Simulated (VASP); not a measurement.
## NaW16 (a cell with a defect): single point with PBE

The system is NaW16 (a cell with a defect).

```
W Na
1.0
     6.32000    0.00000    0.00000
     0.00000    6.32000    0.00000
     0.00000    0.00000    6.32000
W Na
16 1
Direct
  0.99935 0.98446 0.00178
  0.50059 0.98505 0.00184
  0.95777 0.46579 0.97361
  0.98402 0.00826 0.51593
  0.25018 0.23377 0.25444
  0.54104 0.46875 0.97696
  0.51660 0.00840 0.51589
  0.75055 0.23653 0.25408
  0.99948 0.49387 0.49242
  0.25140 0.81624 0.32504
  0.24974 0.24784 0.75536
  0.50084 0.49383 0.49284
  0.74981 0.74181 0.24950
  0.74908 0.23425 0.74195
  0.25028 0.74703 0.74172
  0.75030 0.74633 0.74427
  0.24690 0.59127 0.09835
```

| Property | Result |
| --- | --- |
| Program | VASP 6.6.1 |
| Task | single point |
| Functional | PBE |
| Potentials or basis | VASP PAW PBE potentials, release 64 (W_sv, Na_pv) |
| Cutoff | 520 eV |
| k mesh | 2 × 2 × 2 |
| Occupations | fermi-dirac, width 0.05 eV |
| Spin | no spin polarisation |

* Pressure: 31.4 GPa
* Largest force: 0.205 eV/Å
* Band gap on the k mesh: zero (an odd number of electrons rules out a gap without spin polarisation)

Forces on the atoms (eV/Å):
```
W    0.000  0.016 -0.004
W    0.006 -0.020 -0.002
W   -0.037  0.006  0.011
W   -0.028  0.007  0.017
W    0.003  0.024  0.021
W    0.030 -0.010 -0.032
W    0.033  0.034  0.052
W   -0.036 -0.013  0.002
W   -0.015  0.000 -0.001
W    0.001  0.139  0.100
W    0.018 -0.024 -0.004
W   -0.009  0.009 -0.017
W    0.040  0.007  0.024
W    0.015 -0.036 -0.019
W   -0.002  0.010 -0.005
W   -0.018 -0.002 -0.002
Na  -0.003 -0.148 -0.142
```

Stress tensor (GPa, compression positive):
```
33.14  0.28  0.29
 0.28 30.42  7.67
 0.29  7.67 30.50
```

Levels at points of the mesh, in eV from the Fermi level:
```
           k point  band 113  band 114  band 115  band 116  band 117  band 118
(0.00, 0.00, 0.00)     -0.34      0.01      0.28      0.44      0.58      0.61
(0.50, 0.00, 0.00)     -0.80     -0.45     -0.34      0.10      0.22      0.35
(0.00, 0.50, 0.00)     -0.77     -0.56     -0.08      0.17      0.20      0.38
(0.00, 0.00, 0.50)     -0.77     -0.56     -0.08      0.16      0.19      0.38
(0.50, 0.50, 0.00)     -0.93     -0.54     -0.46     -0.42     -0.10      0.12
(0.00, 0.50, 0.50)     -0.79     -0.75     -0.51     -0.44     -0.04      0.35
(0.50, 0.00, 0.50)     -0.93     -0.55     -0.45     -0.42     -0.10      0.11
(0.50, 0.50, 0.50)     -1.74     -1.57     -0.64      0.35      0.48      1.10
```

Run time: 5.4 min on 1 thread of Intel(R) Xeon(R) Platinum 8559C (Emerald Rapids), on a shared host, peak memory 0.42 GiB.

Caveat: the k points lie up to 0.50 Å⁻¹ apart, too coarse for converged energies and pressures of a metal; atoms lie so close that the PAW spheres overlap strongly, which falsifies energies and pressures; spin-orbit coupling is left out, which moves the levels of the heavy elements.
